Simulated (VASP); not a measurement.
A run of VASP 6.6.1 is set up as follows.

Contents of INCAR:

```
  PREC = Accurate
  ENCUT = 520
  EDIFF = 1E-6
  ISMEAR = 0
  SIGMA = 0.1
  LREAL = False
  LASPH = True
  NELM = 60
  ALGO = Normal
  ISIF = 2
  LWAVE = False
  LCHARG = False
  LDIPOL = True
  IDIPOL = 3
  DIPOL = 0.5 0.5 0.499
  GGA = PS
  NBANDS = 38
```

Contents of KPOINTS:

```
Automatic mesh
0
Gamma
  12 12 1
```

POSCAR

```
Rh
1.0
    2.6728587958      0.0000000000      0.0000000000
   -1.3364293979      2.3147636179      0.0000000000
    0.0000000000      0.0000000000     23.5471402043
Rh
4
Direct
    0.6666666667      0.3333333333      0.3609780180
    0.3333333333      0.6666666667      0.4536593393
    0.0000000000      0.0000000000      0.5445613400
    0.6666666667      0.3333333333      0.6357934206
```

Potentials or basis: VASP PAW PBE potentials, release 64 (Rh_pv).

The run is started by

```console
$ cat potpaw_PBE.64/Rh_pv/POTCAR > POTCAR
$ mpirun -np 1 vasp_std > vasp.out
```

**Question.** What does it give for the largest force?

**Answer.** 0.281 eV/Å.

**Question.** Estimate the band gap on the k mesh.

**Answer.** Zero (bands 30 and 31 overlap by 1.71 eV).

Forces on the atoms (eV/Å):
```
Rh   0.000  0.000  0.274
Rh   0.000  0.000 -0.281
Rh   0.000  0.000  0.000
Rh   0.000  0.000  0.008
```

Caveat: the PAW data sets were made with another functional, which shifts forces and pressure a little.
